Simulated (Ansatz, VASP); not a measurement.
## Two plane-wave programs on SnO

```
Sn O
1.0
     3.80200    0.00000    0.00000
     0.00000    3.80200   -0.09505
     0.00000   -0.12090    4.83600
Sn O
2 2
Cartesian
  0.0000 1.8722 1.1059
  1.9010 -0.0921 3.6826
  0.0000 0.0000 0.0000
  1.9010 1.9010 -0.0475
```

Change from the starting cell: strain -0.0500 x Voigt [0, 0, 0, 1, 0, 0], atoms carried along.

Alike in both runs: task single point; functional PBEsol; dispersion D3(BJ); k mesh 12 × 12 × 10; occupations gaussian, width 0.15 eV; no spin polarisation.

```csv
,VASP,Ansatz
version,VASP 6.6.1,Ansatz 0.2.0
potentials or method,"VASP PAW PBE potentials, release 64 (Sn_d, O), cutoff 520 eV","scalar-relativistic, plane waves, PAW"
valence electrons in the cell,40,40
```

|  | VASP | Ansatz | Ansatz less VASP |
| --- | --- | --- | --- |
| gap on the k mesh at the Fermi level (eV) | none | none | - |
| pressure (GPa) | -1.6 | -1.8 | -0.23 |
| traceless stress, the component that is largest in VASP (GPa) | 2.69 | 2.63 | -0.060 |
| rms of the force components (eV/Å) | 0.166 | 0.146 | -0.0201 |

VASP's potentials were made for PBE, not for PBEsol. Atom by atom the forces differ by 0.036 eV/Å (rms over components). A gap of «none» marks a metal or a gap that the smearing closes.
